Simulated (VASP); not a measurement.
A run of VASP 6.6.1 is set up as follows.

File INCAR:

```
PREC = Accurate
ENCUT = 600
EDIFF = 1E-6
ISMEAR = 0
SIGMA = 0.05
LREAL = F
LASPH = T
NELM = 200
ALGO = Normal
ISIF = 2
LWAVE = F
LCHARG = F
ISPIN = 2
MAGMOM = 1.85 0.27
LORBIT = 11
LMAXMIX = 4
LDAU = T
LDAUTYPE = 2
LDAUL = 2 -1
LDAUU = 6.2 0
LDAUJ = 0 0
LDAUPRINT = 1
GGA = CA
NBANDS = 19
GGA_COMPAT = F
```

The input KPOINTS:

```
Automatic mesh
0
Gamma
  10 10 10
```

The input POSCAR:

```
NiO
1.0
    0.0000000000      2.0851253996      2.0851253996
    2.0851253996      0.0000000000      2.0851253996
    2.0851253996      2.0851253996      0.0000000000
Ni O
1 1
Direct
    0.0000000000      0.0000000000      0.0000000000
    0.5000000000      0.5000000000      0.5000000000
```

Potentials or basis: VASP PAW LDA potentials, release 64 (Ni, O).

Run with:

```bash
$ cat potpaw_LDA.64/Ni/POTCAR potpaw_LDA.64/O/POTCAR > POTCAR
$ mpirun -np 1 vasp_std > vasp.out
```

(1) What does it give for the net moment?

(2) Predict the pressure.

Answers

(1) 2.00 μB per cell.

(2) -16.0 GPa.

Caveat: the cell stands under tension; a cell with one magnetic atom can't hold antiferromagnetic order, which such compounds often take.
